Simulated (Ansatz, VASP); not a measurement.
# WS2: VASP beside Ansatz

The input INCAR:

```
ALGO     = Normal         # electronic algorithm
EDIFF    = 1E-6           # SCF threshold, eV
ENCUT    = 500            # plane-wave cutoff, eV
GGA      = PE             # functional
GGA_COMPAT= False        
ISIF     = 2              # what is computed and relaxed
ISMEAR   = -1             # smearing method
LASPH    = True           # aspherical terms in the spheres
LCHARG   = False          # write CHGCAR
LREAL    = False          # projectors in reciprocal space
LWAVE    = False          # write WAVECAR
NBANDS   = 35             # bands
NELM     = 120            # most SCF steps
PREC     = Accurate       # precision mode
SIGMA    = 0.02           # smearing width, eV
```

File KPOINTS:

```
k-points
0
Gamma
  12 12 2
```

The input POSCAR:

```
WS2
1.0
    3.1699462934      0.0000000000      0.0000000000
   -1.5849731467      2.7452540187      0.0000000000
    0.0000000000      0.0000000000     11.9914277304
W S
2 4
Direct
    0.3333333333      0.6666666667      0.2500000000
    0.6666666667      0.3333333333      0.7500000000
    0.6666666667      0.3333333333      0.3798189439
    0.6666666667      0.3333333333      0.1201810561
    0.3333333333      0.6666666667      0.8798189439
    0.3333333333      0.6666666667      0.6201810561
```

Input for Ansatz:

```yaml
crystal:
  lattice:
    - [3.1699462934, 0.0, 0.0]
    - [-1.5849731467, 2.7452540187, 0.0]
    - [0.0, 0.0, 11.9914277304]
  atoms:
    - { symbol: W, position: [0.3333333333, 0.6666666667, 0.25] }
    - { symbol: W, position: [0.6666666667, 0.3333333333, 0.75] }
    - { symbol: S, position: [0.6666666667, 0.3333333333, 0.3798189439] }
    - { symbol: S, position: [0.6666666667, 0.3333333333, 0.1201810561] }
    - { symbol: S, position: [0.3333333333, 0.6666666667, 0.8798189439] }
    - { symbol: S, position: [0.3333333333, 0.6666666667, 0.6201810561] }
kpoints:
  mp_grid: { grid: [12, 12, 2] }
  band_path:
    path:
      - [0.0, 0.0, 0.0]
      - [0.5, 0.0, 0.0]
      - [0.3333333333, 0.3333333333, 0.0]
      - [0.0, 0.0, 0.5]
      - [0.5, 0.0, 0.5]
      - [0.3333333333, 0.3333333333, 0.5]
      - [0.174479, 0.174479, 0.0]
    npoints: 1
hamiltonian:
  xc: pbe
scf:
  occupations: { method: fermi_dirac, width: 0.02 }
  n_extra_bands: 5
output:
  forces: true
  stress: true
  eigenvalues: true
  write_density: true
  write_potential: true
  elf: true
  volumetric_format: npy
```

Change from the starting cell: uniaxial_z strain -4.0%.

Alike in both runs: task single point; functional PBE; k mesh 12 × 12 × 2; occupations fermi-dirac, width 0.02 eV; no spin polarisation.

|  | VASP | Ansatz |
| --- | --- | --- |
| version | VASP 6.6.1 | Ansatz 0.2.0 |
| potentials or method | VASP PAW PBE potentials, release 64 (W_sv, S) | plane waves, PAW |
| plane-wave cutoff (eV) | 500 | 420 |
| valence electrons in the cell | 52 | 52 |

|  | VASP | Ansatz | Ansatz less VASP |
| --- | --- | --- | --- |
| gap on the k mesh at the Fermi level (eV) | 0.85 | 0.83 | -0.018 |
| pressure (GPa) | 4.6 | 4.7 | +0.04 |
| traceless stress, the component that is largest in VASP (GPa) | 2.32 | 2.31 | -0.010 |
| rms of the force components (eV/Å) | 0.101 | 0.100 | -0.0010 |

Atom by atom the forces differ by 0.001 eV/Å (rms over components).

Spin-orbit coupling is off throughout.
